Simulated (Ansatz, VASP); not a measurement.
Given: the input of a run of VASP 6.6.1 on AlN.

File POSCAR:

```
AlN
1.0
    0.0000000000      2.1693354430      2.1693354430
    2.1693354430      0.0000000000      2.1693354430
    2.1693354430      2.1693354430      0.0000000000
Al N
1 1
Direct
    0.0000000000      0.0000000000      0.0000000000
    0.2500000000      0.2500000000      0.2500000000
```

File INCAR.step1:

```
SYSTEM = AlN
ALGO = Normal
EDIFF = 1E-4
ENCUT = 520
GGA = PE
ISMEAR = -1
LASPH = .TRUE.
LCHARG = .FALSE.
LREAL = .FALSE.
LWAVE = .TRUE.
NBANDS = 11
NELM = 80
PREC = Accurate
SIGMA = 0.05
```

Contents of INCAR.step2:

```
SYSTEM = AlN
ALGO = Normal
EDIFF = 1E-6
ENCUT = 520
ISIF = 2
ISMEAR = -1
ISTART = 1
LASPH = .TRUE.
LCHARG = .FALSE.
LMIXTAU = .TRUE.
LREAL = .FALSE.
LWAVE = .FALSE.
METAGGA = R2SCAN
NBANDS = 11
NELM = 80
PREC = Accurate
SIGMA = 0.05
```

File KPOINTS:

```
k-points
0
G
  10 10 10
  0 0 0
```

Potentials or basis: VASP PAW PBE potentials, release 64 (Al, N).

Run with:

```bash
$ cat potpaw_PBE.64/Al/POTCAR potpaw_PBE.64/N/POTCAR > POTCAR
$ cp INCAR.step1 INCAR
$ mpirun -np 1 vasp_std > vasp.out
$ cp INCAR.step2 INCAR
$ mpirun -np 1 vasp_std > vasp.out
```

Q: Translate it to Ansatz 0.2.0. Potentials there: Ansatz PAW.

A: As run (the cutoff follows the program's own potentials):

The input input.yaml:

```yaml
crystal:
  lattice:
    - [0.0, 2.169335443, 2.169335443]
    - [2.169335443, 0.0, 2.169335443]
    - [2.169335443, 2.169335443, 0.0]
  atoms:
    - { symbol: Al, position: [0.0, 0.0, 0.0] }
    - { symbol: "N", position: [0.25, 0.25, 0.25] }
hamiltonian:
  xc: r2scan
  pseudopotentials: { kind: paw }
kpoints:
  mp_grid: { grid: [10, 10, 10] }
scf:
  occupations: { method: fermi_dirac, width: 0.05 }
output:
  forces: true
  stress: true
  eigenvalues: true
```

Potentials or basis: Ansatz PAW.

Run with:

```console
$ ansatz run input.yaml --threads 2 --pin off --max-ram 5120MiB --backend cpu --events-out ev --progress --plain --runs-dir out
```

Both were run:

|  | VASP | Ansatz | Ansatz less VASP |
| --- | --- | --- | --- |
| gap on the k mesh at the Fermi level (eV) | 3.95 | 3.96 | +0.008 |
| least direct gap on the mesh (eV) | 5.08 | 5.04 | -0.040 |
| pressure (GPa) | 4.3 | 4.7 | +0.38 |

VASP's potentials were made for PBE, not for r2SCAN.
